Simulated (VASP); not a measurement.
# H6C3O2 in VASP: relaxation of the atoms with PBE+D3(BJ)

Aim: the relaxation of the atoms of H6C3O2 with PBE+D3(BJ).

All numbers are computed with VASP 6.6.1; they aren't measurements. Logs are shortened: lines on timing, memory, paths and dates and some standing lists are left out, and cuts for length are marked.

## (1) The cell of the first run

The cell holds an amorphous packing of atoms, 33 atoms: a = 7.997 Å, b = 7.997 Å, c = 7.997 Å, α = 90.00°, β = 90.00°, γ = 90.00°.

## (2) Relaxation of the atoms, PBE+D3(BJ)

The input, INCAR:

```
  PREC = Accurate
  ENCUT = 520
  EDIFF = 1E-6
  ISMEAR = -1
  SIGMA = 0.02
  LREAL = Auto
  LASPH = True
  NELM = 60
  ALGO = Normal
  ISIF = 2
  LWAVE = False
  LCHARG = False
  GGA = PE
  IVDW = 12
  IBRION = 2
  NSW = 35
  EDIFFG = -0.3
```

The input, KPOINTS:

```
Automatic mesh
0
Gamma
  1 1 1
```

The input, POSCAR:

```
H6C3O2
1.0
    7.9973950000      0.0000000000      0.0000000000
    0.0000000000      7.9973950000      0.0000000000
    0.0000000000      0.0000000000      7.9973950000
O C H
6 9 18
Direct
    0.9543670000      0.1851381000      0.6059595000
    0.3078488000      0.7197245000      0.1654621000
    0.6474303000      0.7397995000      0.7602230000
   -0.1374306000      0.5169663000      0.4413397000
    0.5971395000      0.2457294000      0.7967391000
    0.0888446000      0.1736208000     -0.0581645000
    0.9304435000      0.1487564000      0.4688691000
    0.3222481000      0.8620680000      0.1803198000
    0.6166071000      0.7154011000      0.6218597000
    0.0788470000      0.5316959000      0.6424045000
   -0.0053804000      0.6220278000      0.4992714000
    0.5835681000      0.3739890000      1.0627942000
    0.5952006000      0.4052091000      0.8766997000
   -0.0364704000      0.3838496000      0.1077271000
    0.1207401000      0.3327172000      0.0160126000
   -0.1923037000      0.5740801000      0.3492621000
   -0.0541537000      0.7432432000      0.5419555000
    0.0853205000      0.6467693000      0.3989961000
    0.1818647000      0.6062440000      0.6926031000
   -0.0111993000      0.5081902000      0.7422805000
    0.1281094000      0.4118306000      0.5994906000
    0.6046031000      0.2646019000      0.6769917000
    0.4879231000      0.4800545000      0.8344665000
    0.7093019000      0.4761372000      0.8476473000
    0.5815656000      0.4921408000      1.1315407000
    0.4696451000      0.3044571000      1.0914812000
    0.6907613000      0.3005445000      1.1046464000
    0.1893059000      0.1397532000     -0.1174253000
    0.1521842000      0.4261713000     -0.0797556000
    0.2264842000      0.3258072000      0.1035589000
   -0.0199546000      0.5055946000      0.1676880000
   -0.1410869000      0.3916572000      0.0203743000
   -0.0668749000      0.2914121000      0.2034713000
```

Potentials or basis: VASP PAW PBE potentials, release 64 (O, C, H).

Command:

```console
$ cat potpaw_PBE.64/O/POTCAR potpaw_PBE.64/C/POTCAR potpaw_PBE.64/H/POTCAR > POTCAR
$ mpirun -np 1 vasp_gam > vasp.out
```

OUTCAR:

```text
PREC = Accurate
   ENCUT = 520
   EDIFF = 1E-6
   ISMEAR = -1
   LREAL = Auto
   LASPH = True
   NELM = 60
   ISIF = 2
   GGA = PE
   IVDW = 12
   IBRION = 2
   NSW = 35
   EDIFFG = -0.3
 IVDW          = 12

 ion  position               nearest neighbor table
   1  0.954  0.185  0.606-   7 1.15
   2  0.308  0.720  0.165-   8 1.15
   3  0.647  0.740  0.760-   9 1.15
   4  0.863  0.517  0.441-  16 0.97  11 1.43
   5  0.597  0.246  0.797-  22 0.97  13 1.43
   6  0.089  0.174  0.942-  28 0.97  15 1.43
   7  0.930  0.149  0.469-   1 1.15
   8  0.322  0.862  0.180-   2 1.15
   9  0.617  0.715  0.622-   3 1.15
  10  0.079  0.532  0.642-  20 1.09  21 1.09  19 1.09  11 1.51
  11  0.995  0.622  0.499-  18 1.10  17 1.10   4 1.43  10 1.51
  12  0.584  0.374  0.063-  26 1.09  27 1.09  25 1.09  13 1.51
  13  0.595  0.405  0.877-  23 1.10  24 1.10   5 1.43  12 1.51
  14  0.964  0.384  0.108-  33 1.09  32 1.09  31 1.09  15 1.51
  15  0.121  0.333  0.016-  30 1.10  29 1.10   6 1.43  14 1.51
  16  0.808  0.574  0.349-   4 0.97
  17  0.946  0.743  0.542-  11 1.10
  18  0.085  0.647  0.399-  11 1.10
  19  0.182  0.606  0.693-  10 1.09
  20  0.989  0.508  0.742-  10 1.09
  21  0.128  0.412  0.599-  10 1.09
[... 10 lines left out ...]
  32  0.859  0.392  0.020-  14 1.09
  33  0.933  0.291  0.203-  14 1.09

  LATTYP: Found a simple cubic cell.
 ALAT       =     7.9973950000

  Lattice vectors:

 A1 = (   7.9973950000,   0.0000000000,   0.0000000000)
 A2 = (   0.0000000000,   7.9973950000,   0.0000000000)
 A3 = (   0.0000000000,   0.0000000000,   7.9973950000)

Analysis of symmetry for initial positions (statically):
=====================================================================
 Subroutine PRICEL returns:
 Original cell was already a primitive cell.

 Routine SETGRP: Setting up the symmetry group for a
 simple cubic supercell.

 Subroutine GETGRP returns: Found  1 space group operations
 (whereof  1 operations were pure point group operations)
 out of a pool of 48 trial point group operations.

The static configuration has the point symmetry C_1 .

Analysis of symmetry for dynamics (positions and initial velocities):
=====================================================================
 Subroutine PRICEL returns:
 Original cell was already a primitive cell.

 Routine SETGRP: Setting up the symmetry group for a
 simple cubic supercell.

 Subroutine GETGRP returns: Found  1 space group operations
 (whereof  1 operations were pure point group operations)
 out of a pool of 48 trial point group operations.

The dynamic configuration has the point symmetry C_1 .

 Subroutine INISYM returns: Found  1 space group operations
 (whereof  1 operations are pure point group operations),
 and found     1 'primitive' translations

----------------------------------------------------------------------------------------

                                     Primitive cell

  volume of cell :     511.5000

  direct lattice vectors                    reciprocal lattice vectors
     7.997395000  0.000000000  0.000000000     0.125040716  0.000000000  0.000000000
     0.000000000  7.997395000  0.000000000     0.000000000  0.125040716  0.000000000
     0.000000000  0.000000000  7.997395000     0.000000000  0.000000000  0.125040716

  length of vectors
     7.997395000  7.997395000  7.997395000     0.125040716  0.125040716  0.125040716

  position of ions in fractional coordinates (direct lattice)
     0.954367000  0.185138100  0.605959500
     0.307848800  0.719724500  0.165462100
     0.647430300  0.739799500  0.760223000
     0.862569400  0.516966300  0.441339700
     0.597139500  0.245729400  0.796739100
     0.088844600  0.173620800  0.941835500
[... 25 lines left out ...]
     0.858913100  0.391657200  0.020374300
     0.933125100  0.291412100  0.203471300

  ion indices of the primitive-cell ions
   primitive index   ion index
                 1           1
                 2           2
                 3           3
                 4           4
                 5           5
                 6           6
[... 25 lines left out ...]
                32          32
                33          33

----------------------------------------------------------------------------------------

 KPOINTS: Automatic mesh

Automatic generation of k-mesh.
 Grid dimensions read from file:
 generate k-points for:    1    1    1

 Generating k-lattice:

  Cartesian coordinates                     Fractional coordinates (reciprocal lattice)
     0.125040716  0.000000000  0.000000000     1.000000000  0.000000000  0.000000000
     0.000000000  0.125040716  0.000000000     0.000000000  1.000000000  0.000000000
     0.000000000  0.000000000  0.125040716     0.000000000  0.000000000  1.000000000

  Length of vectors
     0.125040716  0.125040716  0.125040716

  Shift w.r.t. Gamma in fractional coordinates (k-lattice)
     0.000000000  0.000000000  0.000000000

 Subroutine IBZKPT returns following result:
 ===========================================

 Found      1 irreducible k-points:

 Following reciprocal coordinates:
            Coordinates               Weight
  0.000000  0.000000  0.000000      1.000000
   k-points           NKPTS =      1   k-points in BZ     NKDIM =      1   number of bands    NBANDS=     62
   number of dos      NEDOS =    301   number of ions     NIONS =     33
   total plane-waves  NPLWV = 216000
   dimension x,y,z NGX =    60 NGY =   60 NGZ =   60
   dimension x,y,z NGXF=   120 NGYF=  120 NGZF=  120
   ions per type =               6   9  18
   NGX,Y,Z   is equivalent  to a cutoff of  12.47, 12.47, 12.47 a.u.
   NGXF,Y,Z  is equivalent  to a cutoff of  24.95, 24.95, 24.95 a.u.
 SYSTEM =  unknown system
   PREC   = accura    normal or accurate (medium, high low for compatibility)
   ISTART =      0    job   : 0-new  1-cont  2-samecut
   ICHARG =      2    charge: 1-file 2-atom 10-const
   ISPIN  =      1    spin polarized calculation?
   LNONCOLLINEAR =      F non collinear calculations
   LSORBIT =      F    spin-orbit coupling
   LASPH  =      T    aspherical Exc in radial PAW
   ENCUT  =  520.0 eV  38.22 Ry    6.18 a.u.  14.87 14.87 14.87*2*pi/ulx,y,z
   NELM   =     60;   NELMIN=  2; NELMDL= -5     # of ELM steps
   EDIFF  = 0.1E-05   stopping-criterion for ELM
   LREAL  =      T    real-space projection
   EDIFFG = -.3E+00   stopping-criterion for IOM
   NSW    =     35    number of steps for IOM
   IBRION =      2    ionic relax: 0-MD 1-quasi-New 2-CG
   NFREE  =      1    steps in history (QN), initial steepest desc. (CG)
   ISIF   =      2    stress and relaxation
   ISYM   =      2    0-nonsym 1-usesym 2-fastsym
   POTIM  = 0.5000    time-step for ionic-motion
   TEBEG  =    0.0;   TEEND  =   0.0 temperature during run
   PSTRESS=    0.0 pullay stress
   NELECT =      90.0000    total number of electrons
   NUPDOWN=      -1.0000    fix difference up-down
   EMIN   =  10.00;   EMAX   =-10.00  energy-range for DOS
   EFERMI =   0.00;   METHOD = LEGACY
   ISMEAR =    -1;   SIGMA  =   0.02  broadening in eV -4-tet -1-fermi 0-gaus
   EFERMI_NEDOS =   21; number of points for ismear=-14 and -15
   IALGO  =     38    algorithm
   IMIX   =      4    mixing-type and parameters
     AMIX     =   0.40;   BMIX     =  1.00
     AMIX_MAG =   1.60;   BMIX_MAG =  1.00
  volume/ion in A,a.u.               =      15.50       104.60
  Fermi-wavevector in a.u.,A,eV,Ry     =   0.917361  1.733562 11.450009  0.841552
  Thomas-Fermi vector in A             =   2.042322
   LORBIT       =      0    0 simple, 1 ext, 2 COOP (PROOUT), +10 PAW based schemes
   GGA     = PE    functional components
   LHFCALC =     F    Hartree Fock is set to
   AEXX    =    0.0000 exact exchange contribution
   IVDW    =    12    specifies the selected vdW correction
   LEPSILON=     F    determine dielectric tensor
   LRPA    =     F    only Hartree local field effects (RPA)
 conjugate gradient relaxation of ions
 non-spin polarized calculation
  energy-cutoff  :      520.00
  volume of cell :      511.50
 maximum number of plane-waves:      6903
 NGX is ok and might be reduce to    60
   NGX = 29   NGY = 29   NGZ = 29

--------------------------------------- Ionic step        1  -------------------------------------------

 number of electron      89.9999999 magnetization

 Free energy of the ion-electron system (eV)
  ---------------------------------------------------
  ext. energy  EPLUGINS =         0.00000000
  ---------------------------------------------------
  free energy    TOTEN  =      -184.32766906 eV

  energy without entropy =     -184.32766906  energy(sigma->0) =     -184.32766906

------------------------ aborting loop because EDIFF is reached ----------------------------------------

 Edisp (eV)   -1.21840

 E8    (eV) :    -0.2848

  FORCE on cell =-STRESS in cart. coord.  units (eV):
  Direction    XX          YY          ZZ          XY          YZ          ZX
  --------------------------------------------------------------------------------------
  -------------------------------------------------------------------------------------
  Total       3.81389     2.42114     1.89087     0.33001    -0.68810    -0.06263
  in kB      11.94628     7.58377     5.92278     1.03368    -2.15535    -0.19617
  external pressure =        8.48 kB  Pullay stress =        0.00 kB
[... 190 lines left out ...]
  FREE ENERGIE OF THE ION-ELECTRON SYSTEM (eV)
  ---------------------------------------------------
  free  energy   TOTEN  =      -185.5676774222 eV

  energy  without entropy=     -185.5676774222  energy(sigma->0) =     -185.56767742

[... ionic steps 4 to 25 ...]

--------------------------------------- Ionic step       26  -------------------------------------------

 number of electron      90.0000003 magnetization

------------------------ aborting loop because EDIFF is reached ----------------------------------------

 Edisp (eV)   -1.19199

 E8    (eV) :    -0.2766
[... 131 lines left out ...]
  energy  without entropy=     -186.0745111614  energy(sigma->0) =     -186.07451116

--------------------------------------- Ionic step       28  -------------------------------------------

 number of electron      89.9999994 magnetization

 Free energy of the ion-electron system (eV)
  ---------------------------------------------------
  ext. energy  EPLUGINS =         0.00000000
  ---------------------------------------------------
  free energy    TOTEN  =      -184.88834170 eV

  energy without entropy =     -184.88834170  energy(sigma->0) =     -184.88834170

 E-fermi :  -2.7922     XC(G=0):  -5.7328

 val. band max:       -3.3272506763   @ k =   0.0000   0.0000   0.0000
 cond. band min:       0.3504752101   @ k =   0.0000   0.0000   0.0000
 fundamental gap:      3.6777258864
 Fermi energy:        -2.7922175009

 k-point     1 :       0.0000    0.0000    0.0000
  band No.  band energies     occupation
      1     -26.5710      2.00000
      2     -26.3948      2.00000
      3     -26.3816      2.00000
      4     -23.0102      2.00000
      5     -22.7343      2.00000
      6     -22.5256      2.00000
[... 49 lines left out ...]
     56       3.5305      0.00000
     57       3.7248      0.00000
 [bands above 57 left out]

------------------------ aborting loop because EDIFF is reached ----------------------------------------

 Edisp (eV)   -1.19108

 E8    (eV) :    -0.2763

  FORCE on cell =-STRESS in cart. coord.  units (eV):
  Direction    XX          YY          ZZ          XY          YZ          ZX
  --------------------------------------------------------------------------------------
  -------------------------------------------------------------------------------------
  Total       1.60451    -0.66420     0.54236    -0.33929    -0.27766     0.05347
  in kB       5.02583    -2.08048     1.69885    -1.06278    -0.86972     0.16748
  external pressure =        1.55 kB  Pullay stress =        0.00 kB
[... 48 lines left out ...]
  FREE ENERGIE OF THE ION-ELECTRON SYSTEM (eV)
  ---------------------------------------------------
  free  energy   TOTEN  =      -186.0794209228 eV

  energy  without entropy=     -186.0794209228  energy(sigma->0) =     -186.07942092

 reached required accuracy - stopping structural energy minimisation
```

Run time: 12 min. Hardware: 1 thread of Intel Xeon Platinum 8375C at 2.90GHz (Ice Lake), shared host; peak memory 0.52 GiB.

What came out:

```
Free energy                  : -186.0794 eV
Energy gained by relaxing    : 16.2 meV/atom
Ionic steps                  : 28
Pressure after relaxing      : 0.2 GPa
Largest force after relaxing : 0.259 eV/Å
Band gap on the k mesh       : 3.68 eV
Dispersion energy per atom   : -0.036 eV
```

Forces in eV/Å, atoms in the order of the input:
```
O   -0.020 -0.053 -0.020
O    0.005  0.131 -0.023
O   -0.035  0.036 -0.159
O    0.016  0.076  0.126
O   -0.078 -0.018  0.017
O   -0.041  0.093  0.101
C   -0.031 -0.104 -0.043
C    0.022 -0.063  0.001
C   -0.024  0.114  0.132
C    0.099  0.033  0.148
C   -0.052  0.013  0.022
C   -0.093  0.080  0.228
C    0.001  0.087 -0.075
C   -0.033  0.055  0.124
C   -0.034 -0.232  0.096
H   -0.061  0.019 -0.062
H   -0.025 -0.040 -0.009
H    0.004 -0.040 -0.045
H   -0.058 -0.001 -0.070
H    0.070  0.021 -0.053
H   -0.057  0.083  0.007
H    0.009 -0.097 -0.015
H    0.030 -0.016  0.080
H   -0.080 -0.033 -0.046
H    0.051 -0.078 -0.037
H    0.111 -0.090 -0.065
H   -0.039  0.008 -0.136
H    0.207 -0.037 -0.082
H    0.147  0.039 -0.114
H   -0.097 -0.008  0.075
H    0.001 -0.057 -0.074
H    0.006  0.022  0.042
H    0.079  0.058 -0.071
```

Stress tensor (GPa, compression positive):
```
 0.50 -0.11  0.02
-0.11 -0.21 -0.09
 0.02 -0.09  0.17
```

The path:
```tsv
step	energy change (eV)	largest force (eV/Å)	pressure (GPa)
1	0.0000	1.0957	0.85
2	0.9485	12.9473	4.17
3	-0.0216	0.6850	1.23
4	-0.0598	1.2405	0.65
5	-0.0637	0.9222	0.77
6	-0.1110	0.7058	0.58
7	-0.1846	0.9993	-0.01
8	-0.2211	0.6715	0.24
9	-0.2329	1.4429	0.50
10	-0.2563	1.2903	0.50
11	-0.2989	0.8013	0.51
12	-0.2622	2.1504	0.53
13	-0.3048	1.1149	0.51
14	-0.3396	0.6885	0.27
15	-0.3565	1.4015	-0.03
16	-0.3905	0.5712	0.09
17	-0.4009	0.8061	0.21
18	-0.4224	0.5430	0.25
19	-0.4539	0.6610	0.40
20	-0.4703	0.8116	0.14
21	-0.4704	0.8345	0.13
22	-0.4866	0.6985	0.14
23	-0.4996	0.4584	0.15
24	-0.5102	0.5172	0.31
25	-0.5109	0.8159	0.35
26	-0.5201	0.5824	0.31
27	-0.5284	0.3717	0.19
28	-0.5334	0.2592	0.15
```

Final structure:
```xyz
33
Lattice="7.9974 0.0000 0.0000 0.0000 7.9974 0.0000 0.0000 0.0000 7.9974" Properties=species:S:1:pos:R:3 pbc="T T T"
O     7.5466    1.2814    4.7904
O     2.4558    5.7982    1.2857
O     5.2482    6.1848    5.9513
O     6.7789    4.2376    3.6767
O     4.6137    1.8988    6.3226
O     0.8454    1.3309    7.5857
C     7.3673    0.9665    3.7070
C     2.6257    6.9196    1.4455
C     4.7781    5.9625    4.9308
C     0.6560    4.3192    5.1385
C     7.9388    5.0275    4.0123
C     4.5508    2.9157    0.5204
C     4.6671    3.1505    7.0278
C     7.8244    3.0900    0.8295
C     1.0927    2.6271    0.1606
H     6.4151    4.5676    2.8393
H     7.6375    6.0436    4.3294
H     0.6006    5.1399    3.1370
H     1.4580    4.9499    5.5541
H     7.9380    4.0995    5.9446
H     1.1011    3.3694    4.8090
H     4.9001    2.0883    5.4131
H     3.8474    3.8087    6.6794
H     5.6150    3.6689    6.8007
H     4.5756    3.8874    1.0427
H     3.5895    2.4543    0.7803
H     5.3519    2.2812    0.9195
H     1.6092    1.0976    7.0370
H     1.3804    3.3490    7.3854
H     1.9150    2.5753    0.8927
H     7.9826    4.0746    1.2948
H     7.0278    3.1750    0.0828
H     7.5010    2.3839    1.6074
```

Caveat: the k points lie up to 0.79 Å⁻¹ apart; the relaxation stopped at a loose force limit of 0.3 eV/Å, so its end isn't a converged minimum.
